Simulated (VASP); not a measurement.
# Si (P6/mmm) in VASP: a series of runs

Runs on Si. Level: LDA. Tasks: single point.

Everything below comes from runs of VASP 6.6.1. Logs are shortened: lines on timing, memory, paths and dates and some standing lists are left out, and cuts for length are marked.

### Step 1. The cell of the first run

Symmetry: P6/mmm, No. 191, hexagonal system. The conventional cell has a = 2.686 Å, b = 2.686 Å, c = 2.466 Å, α = 90.00°, β = 90.00°, γ = 120.00°. Within 3.3 Å of Si (site symmetry 6/mmm) lie 8 Si at 2.47 to 2.69 Å.

### Step 2. Single point, LDA (strain +0.025 along x and y, +0.000 along z)

The input, INCAR:

```
SYSTEM = Si
PREC     = Accurate       ! precision mode
ENCUT    = 520            ! plane-wave cutoff, eV
EDIFF    = 1E-6           ! SCF threshold, eV
ISMEAR   = 0              ! smearing method
SIGMA    = 0.15           ! smearing width, eV
LREAL    = .FALSE.        ! projectors in reciprocal space
LASPH    = .TRUE.         ! aspherical terms in the spheres
NELM     = 100            ! most SCF steps
ALGO     = Normal         ! electronic algorithm
ISIF     = 2              ! what is computed and relaxed
LWAVE    = .FALSE.        ! write WAVECAR
LCHARG   = .FALSE.        ! write CHGCAR
NBANDS   = 8              ! bands
```

The input, KPOINTS:

```
regular mesh
0
G
  21 21 20
  0 0 0
```

The input, POSCAR:

```
Si
1.0
    2.6860563853      0.0000000000      0.0000000000
   -1.3430281927      2.3261930656      0.0000000000
    0.0000000000      0.0000000000      2.4663543900
Si
1
Direct
    0.0000000000      0.0000000000      0.0000000000
```

Potentials or basis: VASP PAW LDA potentials, release 64 (Si).

Command:

```console
cat potpaw_LDA.64/Si/POTCAR > POTCAR
mpirun -np 1 vasp_std > vasp.out
```

OUTCAR:

```text
SYSTEM = Si
   PREC = Accurate
   ENCUT = 520
   EDIFF = 1E-6
   ISMEAR = 0
   LREAL = .FALSE.
   LASPH = .TRUE.
   NELM = 100
   ISIF = 2

 ion  position               nearest neighbor table
   1  0.000  0.000  0.000-

  LATTYP: Found a hexagonal cell.
 ALAT       =     2.6860563853
 C/A-ratio  =     0.9182064842

  Lattice vectors:

 A1 = (   2.6860563853,   0.0000000000,   0.0000000000)
 A2 = (  -1.3430281927,   2.3261930656,   0.0000000000)
 A3 = (   0.0000000000,   0.0000000000,   2.4663543900)

Analysis of symmetry for initial positions (statically):
=====================================================================
 Subroutine PRICEL returns:
 Original cell was already a primitive cell.

 Routine SETGRP: Setting up the symmetry group for a
 hexagonal supercell.

 Subroutine GETGRP returns: Found 24 space group operations
 (whereof 24 operations were pure point group operations)
 out of a pool of 24 trial point group operations.

The static configuration has the point symmetry D_6h.

Analysis of symmetry for dynamics (positions and initial velocities):
=====================================================================
 Subroutine PRICEL returns:
 Original cell was already a primitive cell.

 Routine SETGRP: Setting up the symmetry group for a
 hexagonal supercell.

 Subroutine GETGRP returns: Found 24 space group operations
 (whereof 24 operations were pure point group operations)
 out of a pool of 24 trial point group operations.

The dynamic configuration has the point symmetry D_6h.

 Subroutine INISYM returns: Found 24 space group operations
 (whereof 24 operations are pure point group operations),
 and found     1 'primitive' translations

----------------------------------------------------------------------------------------

                                     Primitive cell

  volume of cell :      15.4105

  direct lattice vectors                    reciprocal lattice vectors
     2.686056385  0.000000000  0.000000000     0.372293004  0.214943466  0.000000000
    -1.343028193  2.326193066  0.000000000     0.000000000  0.429886932  0.000000000
     0.000000000  0.000000000  2.466354390     0.000000000  0.000000000  0.405456736

  length of vectors
     2.686056385  2.686056385  2.466354390     0.429886932  0.429886932  0.405456736

  position of ions in fractional coordinates (direct lattice)
     0.000000000  0.000000000  0.000000000

  ion indices of the primitive-cell ions
   primitive index   ion index
                 1           1

----------------------------------------------------------------------------------------

 KPOINTS: regular mesh

Automatic generation of k-mesh.
 Grid dimensions read from file:
 generate k-points for:   21   21   20

 Generating k-lattice:

  Cartesian coordinates                     Fractional coordinates (reciprocal lattice)
     0.017728238  0.010235403  0.000000000     0.047619048  0.000000000  0.000000000
     0.000000000  0.020470806  0.000000000     0.000000000  0.047619048  0.000000000
     0.000000000  0.000000000  0.020272837     0.000000000  0.000000000  0.050000000

  Length of vectors
     0.020470806  0.020470806  0.020272837

  Shift w.r.t. Gamma in fractional coordinates (k-lattice)
     0.000000000  0.000000000  0.000000000

 Subroutine IBZKPT returns following result:
 ===========================================

 Found    528 irreducible k-points:

 Following reciprocal coordinates:
            Coordinates               Weight
  0.000000  0.000000  0.000000      1.000000
  0.047619 -0.000000  0.000000      6.000000
  0.095238  0.000000  0.000000      6.000000
  0.142857  0.000000  0.000000      6.000000
  0.190476  0.000000  0.000000      6.000000
  0.238095  0.000000  0.000000      6.000000
[... 16 lines left out ...]
  0.142857  0.095238  0.000000     12.000000
  0.190476  0.095238  0.000000     12.000000
 [... further k-points ...]
   k-points           NKPTS =    528   k-points in BZ     NKDIM =    528   number of bands    NBANDS=      8
   number of dos      NEDOS =    301   number of ions     NIONS =      1
   total plane-waves  NPLWV =   7200
   dimension x,y,z NGX =    20 NGY =   20 NGZ =   18
   dimension x,y,z NGXF=    40 NGYF=   40 NGZF=   36
   ions per type =               1
   NGX,Y,Z   is equivalent  to a cutoff of  12.38, 12.38, 12.13 a.u.
   NGXF,Y,Z  is equivalent  to a cutoff of  24.76, 24.76, 24.27 a.u.
 SYSTEM =  Si
   PREC   = accura    normal or accurate (medium, high low for compatibility)
   ISTART =      0    job   : 0-new  1-cont  2-samecut
   ICHARG =      2    charge: 1-file 2-atom 10-const
   ISPIN  =      1    spin polarized calculation?
   LNONCOLLINEAR =      F non collinear calculations
   LSORBIT =      F    spin-orbit coupling
   LASPH  =      T    aspherical Exc in radial PAW
   ENCUT  =  520.0 eV  38.22 Ry    6.18 a.u.   4.99  4.99  4.59*2*pi/ulx,y,z
   NELM   =    100;   NELMIN=  2; NELMDL= -5     # of ELM steps
   EDIFF  = 0.1E-05   stopping-criterion for ELM
   LREAL  =      F    real-space projection
   EDIFFG = 0.1E-04   stopping-criterion for IOM
   NSW    =      0    number of steps for IOM
   IBRION =     -1    ionic relax: 0-MD 1-quasi-New 2-CG
   NFREE  =      0    steps in history (QN), initial steepest desc. (CG)
   ISIF   =      2    stress and relaxation
   ISYM   =      2    0-nonsym 1-usesym 2-fastsym
   POTIM  = 0.5000    time-step for ionic-motion
   TEBEG  =    0.0;   TEEND  =   0.0 temperature during run
   PSTRESS=    0.0 pullay stress
   NELECT =       4.0000    total number of electrons
   NUPDOWN=      -1.0000    fix difference up-down
   EMIN   =  10.00;   EMAX   =-10.00  energy-range for DOS
   EFERMI =   0.00;   METHOD = LEGACY
   ISMEAR =     0;   SIGMA  =   0.15  broadening in eV -4-tet -1-fermi 0-gaus
   EFERMI_NEDOS =   21; number of points for ismear=-14 and -15
   IALGO  =     38    algorithm
   IMIX   =      4    mixing-type and parameters
     AMIX     =   0.40;   BMIX     =  1.00
     AMIX_MAG =   1.60;   BMIX_MAG =  1.00
  volume/ion in A,a.u.               =      15.41       104.00
  Fermi-wavevector in a.u.,A,eV,Ry     =   1.044294  1.973429 14.837828  1.090550
  Thomas-Fermi vector in A             =   2.179040
   LORBIT       =      0    0 simple, 1 ext, 2 COOP (PROOUT), +10 PAW based schemes
   GGA     = CA    functional components
   LHFCALC =     F    Hartree Fock is set to
   AEXX    =    0.0000 exact exchange contribution
   IVDW    =     0    specifies the selected vdW correction
   LEPSILON=     F    determine dielectric tensor
   LRPA    =     F    only Hartree local field effects (RPA)
 non-spin polarized calculation
 Gauss-broadening in eV      SIGMA  =   0.15
  energy-cutoff  :      520.00
  volume of cell :       15.41
 maximum number of plane-waves:       435
 NGX is ok and might be reduce to    20
   NGX =  9   NGY =  9   NGZ =  9

 number of electron       4.0000000 magnetization

 Free energy of the ion-electron system (eV)
  ---------------------------------------------------
  ext. energy  EPLUGINS =         0.00000000
  ---------------------------------------------------
  free energy    TOTEN  =        -5.72279438 eV

  energy without entropy =       -5.71835371  energy(sigma->0) =       -5.72057404

 E-fermi :   9.0403     XC(G=0): -10.9529

 val. band max:        9.0352537185   @ k =   0.3810   0.0476   0.4000
 cond. band min:       9.0444806564   @ k =   0.2381   0.2381   0.2500
 fundamental gap:      0.0092269379
 Fermi energy:         9.0403109264

 k-point     1 :       0.0000    0.0000    0.0000
  band No.  band energies     occupation
      1      -4.6302      2.00000
      2      16.7371      0.00000
      3      17.3576      0.00000
      4      18.2840      0.00000
      5      18.2840      0.00000
      6      20.8405      0.00000
      7      20.8405      0.00000
      8      26.1664      0.00000

 k-point     2 :       0.0476   -0.0000    0.0000
  band No.  band energies     occupation
      1      -4.5700      2.00000
      2      16.2832      0.00000
      3      17.4074      0.00000
      4      17.9170      0.00000
      5      18.1884      0.00000
      6      20.7727      0.00000
      7      21.3124      0.00000
      8      26.8127      0.00000

 k-point     3 :       0.0952    0.0000    0.0000
  band No.  band energies     occupation
      1      -4.3894      2.00000
      2      15.1026      0.00000
      3      17.1986      0.00000
      4      17.5567      0.00000
      5      17.9269      0.00000
      6      20.7503      0.00000
      7      22.3450      0.00000
      8      28.0126      0.00000

 k-point     4 :       0.1429    0.0000    0.0000
  band No.  band energies     occupation
      1      -4.0888      2.00000
      2      13.5453      0.00000
      3      16.4500      0.00000
      4      17.5476      0.00000
      5      17.8046      0.00000
      6      20.9103      0.00000
      7      23.6147      0.00000
      8      28.8040      0.00000

 k-point     5 :       0.1905    0.0000    0.0000
  band No.  band energies     occupation
      1      -3.6692      2.00000
      2      11.8537      0.00000
      3      15.7598      0.00000
      4      17.1091      0.00000
      5      18.1498      0.00000
      6      21.2453      0.00000
      7      25.0287      0.00000
      8      29.6573      0.00000

 k-point     6 :       0.2381    0.0000    0.0000
  band No.  band energies     occupation
      1      -3.1316      2.00000
      2      10.1462      0.00000
      3      15.1544      0.00000
      4      16.6648      0.00000
      5      18.5896      0.00000
      6      21.7288      0.00000
      7      26.5524      0.00000
      8      30.0295      0.00000

 k-point     7 :       0.2857    0.0000    0.0000
  band No.  band energies     occupation
      1      -2.4779      2.00000
      2       8.4795      2.00000
      3      14.6439      0.00000
      4      16.2539      0.00000
      5      19.1193      0.00000
      6      22.3396      0.00000
      7      28.1611      0.00000
      8      28.7318      0.00000
[... 133 lines left out ...]
 k-point    20 :       0.4286    0.0476    0.0000
  band No.  band energies     occupation
      1       0.6756      2.00000
      2       3.3967      2.00000
      3      12.6570      0.00000
      4      16.4170      0.00000
      5      21.4005      0.00000
      6      24.9238      0.00000
      7      25.0780      0.00000
      8      28.6288      0.00000

 k-point    21 :       0.4762    0.0476    0.0000
  band No.  band energies     occupation
      1       1.3855      2.00000
      2       2.5804      2.00000
      3      12.6038      0.00000
      4      16.3717      0.00000
      5      21.6973      0.00000
      6      24.5414      0.00000
      7      25.4607      0.00000
      8      28.2039      0.00000

 k-point    22 :       0.0952    0.0952    0.0000
  band No.  band energies     occupation
      1      -3.9088      2.00000
      2      13.2272      0.00000
      3      14.6749      0.00000
      4      17.9528      0.00000
      5      18.7295      0.00000
      6      21.0949      0.00000
      7      23.5618      0.00000
      8      29.6429      0.00000

 k-point    23 :       0.1429    0.0952    0.0000
  band No.  band energies     occupation
      1      -3.4897      2.00000
      2      11.8465      0.00000
      3      13.5880      0.00000
      4      18.2970      0.00000
      5      18.9100      0.00000
      6      21.4189      0.00000
      7      24.4617      0.00000
      8      30.6122      0.00000

 k-point    24 :       0.1905    0.0952    0.0000
  band No.  band energies     occupation
      1      -2.9529      2.00000
      2      10.2470      0.00000
      3      12.8226      0.00000
      4      18.7352      0.00000
      5      18.8478      0.00000
      6      21.8792      0.00000
      7      25.6447      0.00000
      8      29.9517      0.00000

 [... further k-points ...]
[... 5 lines left out ...]
  --------------------------------------------------------------------------------------
  -------------------------------------------------------------------------------------
  Total       -0.6199834     -0.6199834     -0.3543522      0.0000000      0.0000000      0.0000000
  in kB      -64.4576266    -64.4576266    -36.8408245      0.0000000      0.0000000      0.0000000
  external PRESSURE =     -55.2520259 kB  Pullay stress =       0.0000000 kB

 VOLUME and BASIS-vectors are now :
 -----------------------------------------------------------------------------
  energy-cutoff  :      520.00
  volume of cell :       15.41
      direct lattice vectors                 reciprocal lattice vectors
     2.686056385  0.000000000  0.000000000     0.372293004  0.214943466  0.000000000
    -1.343028193  2.326193066  0.000000000     0.000000000  0.429886932  0.000000000
     0.000000000  0.000000000  2.466354390     0.000000000  0.000000000  0.405456736

 POSITION                                       TOTAL-FORCE (eV/Angst)
 -----------------------------------------------------------------------------------
      0.00000      0.00000      0.00000        -0.000000      0.000000      0.000000
 -----------------------------------------------------------------------------------
    total drift:                                0.000000      0.000000      0.000000

  FREE ENERGIE OF THE ION-ELECTRON SYSTEM (eV)
  ---------------------------------------------------
  free  energy   TOTEN  =        -5.7227943808 eV

  energy  without entropy=       -5.7183537069  energy(sigma->0) =       -5.72057404
```

Run time: 21 s. Hardware: 1 thread of Intel Xeon 6975P-C (Granite Rapids), shared host; peak memory 0.15 GiB.

What came out:

* Free energy: -5.7228 eV
* Pressure: -5.5 GPa
* Band gap on the k mesh: zero (band 2 reaches 16.74 eV, above the bottom of band 3 at 4.66 eV)

Stress tensor (GPa, compression positive):
```
-6.45  0.00  0.00
 0.00 -6.45  0.00
 0.00  0.00 -3.68
```

Levels at points of the mesh, in eV from the Fermi level:
```tsv
k point	band 1	band 2	band 3	band 4	band 5	band 6
(0.00, 0.00, 0.00)	-13.67	7.70	8.32	9.24	9.24	11.80
(0.00, 0.00, 0.50)	-8.73	-6.84	12.77	12.77	14.64	14.64
```

Caveat: the cell differs from its parent crystal (strain +0.025 along x and y, +0.000 along z).

### Step 3. Single point, LDA (strain +0.050 along x and y, -0.025 along z)

The input, INCAR:

```
PREC = Accurate
ENCUT = 520
EDIFF = 1E-6
ISMEAR = 0
SIGMA = 0.15
LREAL = False
LASPH = True
NELM = 80
ALGO = Normal
ISIF = 2
LWAVE = False
LCHARG = False
GGA = CA
NBANDS = 8
```

The input, KPOINTS:

```
Automatic mesh
0
Gamma
  21 21 20
```

The input, POSCAR:

```
Si
1.0
    2.7515699556      0.0000000000      0.0000000000
   -1.3757849778      2.3829294819      0.0000000000
    0.0000000000      0.0000000000      2.4046955302
Si
1
Direct
    0.0000000000      0.0000000000      0.0000000000
```

Potentials or basis: VASP PAW LDA potentials, release 64 (Si).

Command:

```console
cat potpaw_LDA.64/Si/POTCAR > POTCAR
mpirun -np 1 vasp_std > vasp.out
```

It took 23 s on 1 thread of Intel Xeon 6975P-C (Granite Rapids), shared host; peak memory 0.15 GiB.

Results (log left out):

```
Free energy            : -5.6839 eV
Pressure               : -6.3 GPa
Band gap on the k mesh : zero (band 2 reaches 16.70 eV, above the bottom of band 3 at 4.37 eV)
```

Stress tensor (GPa, compression positive):
```
-10.47   0.00   0.00
  0.00 -10.47   0.00
  0.00   0.00   2.02
```

Levels at points of the mesh, in eV from the Fermi level:
```csv
k point,band 1,band 2,band 3,band 4,band 5,band 6
"(0.00, 0.00, 0.00)",-13.50,7.92,8.14,8.14,9.66,11.21
"(0.00, 0.00, 0.50)",-8.03,-6.66,12.09,12.09,14.49,14.49
```

Caveat: the cell differs from its parent crystal (strain +0.050 along x and y, -0.025 along z).

### Step 4. Single point, LDA (strain +0.025 along x and y, +0.025 along z)

The input, INCAR:

```
PREC     = Accurate       # precision mode
ENCUT    = 520            # plane-wave cutoff, eV
EDIFF    = 1E-7           # SCF threshold, eV
ISMEAR   = 0              # smearing method
SIGMA    = 0.15           # smearing width, eV
LREAL    = F              # projectors in reciprocal space
LASPH    = T              # aspherical terms in the spheres
NELM     = 100            # most SCF steps
ALGO     = Normal         # electronic algorithm
ISIF     = 2              # what is computed and relaxed
LWAVE    = F              # write WAVECAR
LCHARG   = F              # write CHGCAR
GGA      = CA             # functional
NBANDS   = 8              # bands
```

The input, KPOINTS:

```
regular mesh
0
Gamma
  21 21 20
```

The input, POSCAR:

```
Si
1.0
    2.6860563853      0.0000000000      0.0000000000
   -1.3430281927      2.3261930656      0.0000000000
    0.0000000000      0.0000000000      2.5280132497
Si
1
Direct
    0.0000000000      0.0000000000      0.0000000000
```

Command:

```console
cat potpaw_LDA.64/Si/POTCAR > POTCAR
mpirun -np 1 vasp_std > vasp.out
```

It took 24 s on 1 thread of Intel Xeon 6975P-C (Granite Rapids), shared host; peak memory 0.15 GiB.

Results (log left out):

```yaml
Free_energy: -5.7066 eV
Pressure: -7.8 GPa
Band_gap_on_the_k_mesh: zero (band 2 reaches 16.14 eV, above the bottom of band 3 at 4.52 eV)
```

Stress tensor (GPa, compression positive):
```
-6.92  0.00  0.00
 0.00 -6.92  0.00
 0.00  0.00 -9.58
```

Levels at points of the mesh, in eV from the Fermi level:
```
           k point  band 1  band 2  band 3  band 4  band 5
(0.00, 0.00, 0.00)  -13.45    7.43    7.48    9.46    9.46
(0.00, 0.00, 0.50)   -8.93   -6.69   12.62   12.62   14.53
```

Caveat: the cell differs from its parent crystal (strain +0.025 along x and y, +0.025 along z).

[end of part 1 of 2]
